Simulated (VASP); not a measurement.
# Si18N24O (a cell with a defect) in VASP: further runs, part 2 of 2

VASP 6.6.1.

### 3 Single point, PBE

The input, INCAR:

```
PREC = Accurate ; ENCUT = 520
EDIFF = 1E-6 ; ISMEAR = -1
SIGMA = 0.01 ; LREAL = Auto
LASPH = True ; NELM = 120
ALGO = Normal ; ISIF = 2
LWAVE = False ; LCHARG = True
GGA = PE ; LELF = True
LVHAR = True ; NELECT = 200.0
NBANDS = 126 ; GGA_COMPAT = False
ISYM = -1
```

The input, KPOINTS:

```
explicit points
1
Reciprocal
  0.25000000   0.25000000   0.25000000 1
```

The input, POSCAR:

```
Si18N24O
1.0
    7.6633883341      0.0000000029      0.0000000000
   -3.8316941696      6.6366889750      0.0000000000
    0.0000000000      0.0000000000      8.7784169900
Si N O
18 24 1
Direct
    0.2266463432      0.8255468312      0.2549842976
    0.4071106210      0.2345745486      0.0839885680
    0.8272798342      0.5952863828      0.0757122407
    0.1733667263      0.4076263785      0.2498277991
    0.5931467307      0.7663843046      0.2506746375
    0.7675618579      0.1741821718      0.0826903464
    0.1948560074      0.8382754163      0.5949373555
    0.3961294008      0.2301873751      0.4184821183
    0.8173442363      0.5795069630      0.4118709837
    0.1701250195      0.4195629303      0.5840025889
    0.5834880038      0.7712072695      0.5848084059
    0.7663717027      0.1726467969      0.4164096177
    0.2414546982      0.8367278911      0.9180525548
    0.4196390657      0.2458550565      0.7511653685
    0.8529354810      0.6441189040      0.7331039878
    0.1736192614      0.4080330253      0.9161027578
    0.5912299776      0.7700150196      0.9153315398
    0.7623023015      0.1843920721      0.7497274636
    0.3322347504      0.6687244036      0.2522011209
    0.6669913614      0.3340144759      0.0810308299
    0.9641922231      0.6647068839      0.2449859545
    0.3016255977      0.9737471535      0.0896436543
    0.6692060905      0.7003293698      0.0821047881
    0.3313352185      0.3056991475      0.2486601784
    0.0297981297      0.3317076204      0.0837534694
    0.7001288178      0.0279311222      0.2488089148
    0.3267395414      0.6790149024      0.5844356809
    0.6531277062      0.3209478056      0.4067133436
    0.9636064521      0.6011266661      0.5631498325
    0.2816591480      0.9699976632      0.4186019835
    0.6689618561      0.6990614228      0.4181367264
    0.3310992873      0.3095021500      0.5845027266
    0.0295550683      0.3210775139      0.4129007828
    0.7016663123      0.0349758626      0.5830849381
    0.3321169817      0.6687420782      0.9237440302
    0.6784267821      0.3569239071      0.7517365076
    0.9768639871      0.6792364007      0.9151329436
    0.3501284675      0.9888637167      0.7594638608
    0.6467379924      0.6888935258      0.7499303193
    0.3293014608      0.3020928797      0.9190219979
    0.0294374379      0.3310718761      0.7524637296
    0.7055290421      0.0330155414      0.9170606436
    0.0157915233     -0.1068635048      0.6724889870
```

Potentials or basis: VASP PAW PBE potentials, release 64 (Si, N, O).

Command:

```sh
> cat potpaw_PBE.64/Si/POTCAR potpaw_PBE.64/N/POTCAR potpaw_PBE.64/O/POTCAR > POTCAR
> mpirun -np 1 vasp_std > vasp.out
```

Run time: 5.1 min. Hardware: 1 thread of Intel Xeon 8259CL, shared host; peak memory 0.54 GiB.

Results (log left out):

| Quantity | Value |
| --- | --- |
| Free energy | -331.6213 eV |
| Largest force | 0.096 eV/Å |

Forces on the atoms (eV/Å):
```
Si  -0.006 -0.004  0.007
Si   0.005 -0.006  0.001
Si   0.000  0.004 -0.005
Si  -0.008 -0.004  0.002
Si  -0.005  0.008  0.000
Si   0.005  0.006  0.005
Si   0.080 -0.006 -0.046
Si   0.013 -0.002 -0.004
Si   0.003  0.000  0.000
Si  -0.010 -0.022  0.003
Si   0.006  0.012  0.000
Si   0.007  0.011  0.003
Si  -0.001 -0.008  0.004
Si  -0.008 -0.004  0.000
Si  -0.027 -0.085  0.036
Si  -0.007 -0.002 -0.004
Si  -0.002  0.005  0.001
Si   0.022 -0.005 -0.006
N   -0.002 -0.001 -0.002
N   -0.002  0.004  0.001
N   -0.001  0.003  0.001
N    0.000  0.011  0.000
N    0.003 -0.004  0.000
N    0.000  0.003 -0.003
N    0.001 -0.003  0.003
N    0.002 -0.001 -0.005
N    0.002  0.009 -0.001
N   -0.005  0.001 -0.001
N   -0.011  0.020  0.011
N   -0.006 -0.007  0.008
N    0.003 -0.004  0.000
N    0.002 -0.007  0.001
N   -0.011  0.000 -0.003
N    0.000 -0.002 -0.001
N    0.001 -0.002  0.001
N    0.000  0.006  0.001
N   -0.008  0.012 -0.020
N   -0.027 -0.002 -0.002
N    0.015  0.010 -0.004
N    0.002  0.003  0.005
N    0.003  0.001  0.003
N   -0.002 -0.008  0.002
O   -0.026  0.061  0.008
```

Levels at points of the mesh, in eV from the Fermi level:
| k point | band 97 | band 98 | band 99 | band 100 | band 101 | band 102 | band 103 | band 104 |
| --- | --- | --- | --- | --- | --- | --- | --- | --- |
| (0.25, 0.25, 0.25) | -1.20 | -1.10 | -0.83 | -0.27 | 3.71 | 3.93 | 4.03 | 4.14 |

Caveat: the cell carries a net charge on a neutralising background, which shifts energy and pressure; the cell is charged against a uniform background, so pressure and absolute levels hang on convention.

### 4 Single point, r2SCAN

The input, POSCAR:

```
Si18N24O
1.0
    7.6633883300      0.0000000000      0.0000000000
   -3.8316941700      6.6366889800      0.0000000000
    0.0000000000      0.0000000000      8.7784169900
Si N O
18 24 1
Direct
    0.2266463500      0.8255468300      0.2549843000
    0.4071106200      0.2345745400      0.0839885600
    0.8272798300      0.5952863800      0.0757122500
    0.1733667200      0.4076263800      0.2498278000
    0.5931467300      0.7663843000      0.2506746400
    0.7675618600      0.1741821700      0.0826903500
    0.1948560100      0.8382754300      0.5949373500
    0.3961294100      0.2301873800      0.4184821200
    0.8173442400      0.5795069600      0.4118709900
    0.1701250200      0.4195629400      0.5840025900
    0.5834880000      0.7712072700      0.5848084100
    0.7663717000      0.1726467900      0.4164096200
    0.2414547000      0.8367278900      0.9180525500
    0.4196390700      0.2458550700      0.7511653700
    0.8529354900      0.6441189200      0.7331039900
    0.1736192600      0.4080330300      0.9161027600
    0.5912299800      0.7700150200      0.9153315400
    0.7623023000      0.1843920700      0.7497274700
    0.3322347500      0.6687244000      0.2522011200
    0.6669913600      0.3340144700      0.0810308300
    0.9641922200      0.6647068900      0.2449859600
    0.3016255800      0.9737471500      0.0896436500
    0.6692060900      0.7003293700      0.0821047900
    0.3313352200      0.3056991400      0.2486601800
    0.0297981300      0.3317076200      0.0837534700
    0.7001288200      0.0279311200      0.2488089200
    0.3267395400      0.6790149100      0.5844356800
    0.6531277100      0.3209478100      0.4067133500
    0.9636064600      0.6011266600      0.5631498300
    0.2816591700      0.9699976700      0.4186019800
    0.6689618500      0.6990614200      0.4181367300
    0.3310992900      0.3095021600      0.5845027200
    0.0295550700      0.3210775100      0.4129007800
    0.7016663100      0.0349758600      0.5830849400
    0.3321169800      0.6687420800      0.9237440300
    0.6784267900      0.3569239200      0.7517365100
    0.9768639800      0.6792363900      0.9151329500
    0.3501284900      0.9888637300      0.7594638600
    0.6467379700      0.6888935000      0.7499303300
    0.3293014500      0.3020928700      0.9190219900
    0.0294374400      0.3310718800      0.7524637300
    0.7055290500      0.0330155400      0.9170606400
    0.0157915200     -0.1068634900      0.6724889700
```

The input, INCAR.step1:

```
PREC = Accurate
ENCUT = 580
ISMEAR = -1
SIGMA = 0.01
LREAL = Auto
LASPH = T
NELM = 120
NBANDS = 126
NELECT = 200.0
GGA = PE
ALGO = Normal
EDIFF = 1E-5
LWAVE = T
LCHARG = F
GGA_COMPAT = F
ISYM = -1
```

The input, INCAR.step2:

```
PREC = Accurate
ENCUT = 580
EDIFF = 1E-6
ISMEAR = -1
SIGMA = 0.01
LREAL = Auto
LASPH = T
NELM = 120
ALGO = Normal
ISIF = 2
LWAVE = F
LCHARG = F
METAGGA = R2SCAN
LMIXTAU = T
NBANDS = 126
NELECT = 200.0
ISTART = 1
GGA_COMPAT = F
ISYM = -1
```

KPOINTS is that of step 3.

Command:

```sh
> cat potpaw_PBE.64/Si/POTCAR potpaw_PBE.64/N/POTCAR potpaw_PBE.64/O/POTCAR > POTCAR
> cp INCAR.step1 INCAR
> mpirun -np 1 vasp_std > vasp.out
> cp INCAR.step2 INCAR
> mpirun -np 1 vasp_std > vasp.out
```

Run time: 16 min. Hardware: 1 thread of Intel Xeon 8259CL, shared host; peak memory 0.63 GiB.

The run converged. Its results:

```
Free energy   : -421.3031 eV
Largest force : 0.411 eV/Å
```

Forces on the atoms (eV/Å):
```
Si  -0.047 -0.033  0.004
Si   0.001 -0.043  0.005
Si  -0.033  0.026  0.001
Si   0.038 -0.043  0.016
Si  -0.017  0.074 -0.004
Si   0.058  0.042 -0.022
Si  -0.059  0.006 -0.062
Si   0.042 -0.042 -0.008
Si   0.071 -0.058  0.063
Si   0.065 -0.056  0.029
Si  -0.037  0.053  0.068
Si   0.040  0.008  0.017
Si   0.027 -0.041  0.017
Si   0.051 -0.037  0.018
Si  -0.046  0.045  0.009
Si   0.025 -0.029 -0.017
Si  -0.003  0.009 -0.048
Si   0.136  0.065 -0.017
N    0.000 -0.012 -0.003
N   -0.004 -0.010  0.000
N   -0.025 -0.016 -0.013
N    0.008 -0.016 -0.011
N   -0.041  0.008  0.006
N    0.024 -0.023 -0.006
N    0.026  0.020  0.017
N   -0.017  0.035 -0.008
N    0.125 -0.114  0.001
N    0.002  0.022  0.028
N   -0.286  0.296  0.000
N   -0.013 -0.013 -0.002
N   -0.045  0.006 -0.038
N    0.094 -0.053 -0.026
N   -0.028  0.077 -0.020
N   -0.045  0.054 -0.030
N    0.018  0.017 -0.026
N   -0.044 -0.197 -0.012
N   -0.017  0.048  0.004
N   -0.246 -0.075  0.058
N   -0.007  0.157 -0.019
N    0.049 -0.002  0.022
N    0.034  0.079  0.004
N   -0.058  0.037  0.039
O    0.183 -0.274 -0.036
```

Levels at points of the mesh, in eV from the Fermi level:
```
           k point  band 97  band 98  band 99  band 100  band 101  band 102  band 103  band 104
(0.25, 0.25, 0.25)    -1.26    -1.15    -0.87     -0.31      4.30      4.50      4.62      4.72
```

Caveat: the cell carries a net charge on a neutralising background, which shifts energy and pressure; the cell is charged against a uniform background, so pressure and absolute levels hang on convention; the PAW data sets were made with another functional, which shifts forces and pressure a little.
